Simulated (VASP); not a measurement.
SiBN, 3 atoms in the cell. Symmetry: P4/mmm, No. 123, tetragonal system. The conventional cell has a = 2.670 Å, b = 2.670 Å, c = 4.141 Å, α = 90.00°, β = 90.00°, γ = 90.00°. Within 2.5 Å of Si (site symmetry 4/mmm) lie 4 N at 1.89 Å and 2 B at 2.07 Å. Within 2.9 Å of B (site symmetry 4/mmm) lie 2 Si at 2.07 Å and 4 B at 2.67 Å and 8 N at 2.80 Å. Within 2.5 Å of N (site symmetry 4/mmm) lie 4 Si at 1.89 Å. The cell was built from a structure type or drawn by symmetry, and may not be a known phase.

- Program: VASP 6.6.1
- Task: single point
- Functional: PBE
- Potentials or basis: VASP PAW PBE potentials, release 64 (Si, B, N)
- Cutoff: 520 eV
- k mesh: 6 × 6 × 4
- Occupations: gaussian, width 0.1 eV
- Spin: no spin polarisation
- Dipole correction: no
- Further INCAR settings: ALGO = Normal; EDIFF = 1e-06; NBANDS = 13

Potentials or basis: VASP PAW PBE potentials, release 64 (Si, B, N).

Launch:

```sh
$ cat potpaw_PBE.64/Si/POTCAR potpaw_PBE.64/B/POTCAR potpaw_PBE.64/N/POTCAR > POTCAR
$ mpirun -np 1 vasp_std > vasp.out
```

Hardware: 1 thread of Intel(R) Xeon(R) 6975P-C (Granite Rapids), with other jobs on the host.

**Question.** Estimate the wall time of this run.

**Answer.** Run time: 4.4 s on 1 thread of Intel(R) Xeon(R) 6975P-C (Granite Rapids), with other jobs on the host, peak memory 0.13 GiB. Counts: scf iterations 13, k points 30.
